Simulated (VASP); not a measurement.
Set up this calculation in VASP 6.6.1, as the native input.

```
Task                   : single point
Functional             : PBE
Potentials or basis    : VASP PAW PBE potentials, release 64 (Li_sv, H)
Cutoff                 : 520 eV
k mesh                 : 6 × 6 × 6
Occupations            : gaussian, width 0.01 eV
Spin                   : no spin polarisation
Dipole correction      : no
Further INCAR settings : ALGO = Normal; EDIFF = 1e-07; NBANDS = 9
```

The structure of LiH lies in POSCAR:

```
LiH
1.0
    0.0000000000      1.9028450990      2.0312150648
    1.9028450990      0.0000000000      2.0312150648
    1.9028450990      1.9028450990      0.0000000000
Li H
1 1
Direct
    0.0000000000      0.0000000000      0.0000000000
    0.5000000000      0.5000000000      0.5000000000
```

This cell differs from its parent crystal: epitaxial xy strain -5.0%.

These files were run (other wordings do the same):

INCAR

```
PREC = Accurate
ENCUT = 520
EDIFF = 1E-7
ISMEAR = 0
SIGMA = 0.01
LREAL = F
LASPH = T
NELM = 80
ALGO = Normal
ISIF = 2
LWAVE = F
LCHARG = T
GGA = PE
LELF = T
LVHAR = T
NBANDS = 9
```

KPOINTS

```
Automatic mesh
0
Gamma
  6 6 6
```

Potentials or basis: VASP PAW PBE potentials, release 64 (Li_sv, H).

The run is started by

```bash
$ cat potpaw_PBE.64/Li_sv/POTCAR potpaw_PBE.64/H/POTCAR > POTCAR
$ mpirun -np 1 vasp_std > vasp.out
```

Results of the run:

```json
{"Band gap on the k mesh": "2.14 eV (least direct gap 2.67 eV)"}
```

Caveat: the k points lie up to 0.47 Å⁻¹ apart; the cell differs from its parent crystal (epitaxial xy strain -5.0%).

It took 5.4 s on 1 thread of Intel(R) Xeon(R) Platinum 8259CL CPU @ 2.50GHz (Skylake/Cascade Lake), with other jobs on the host, peak memory 0.12 GiB.
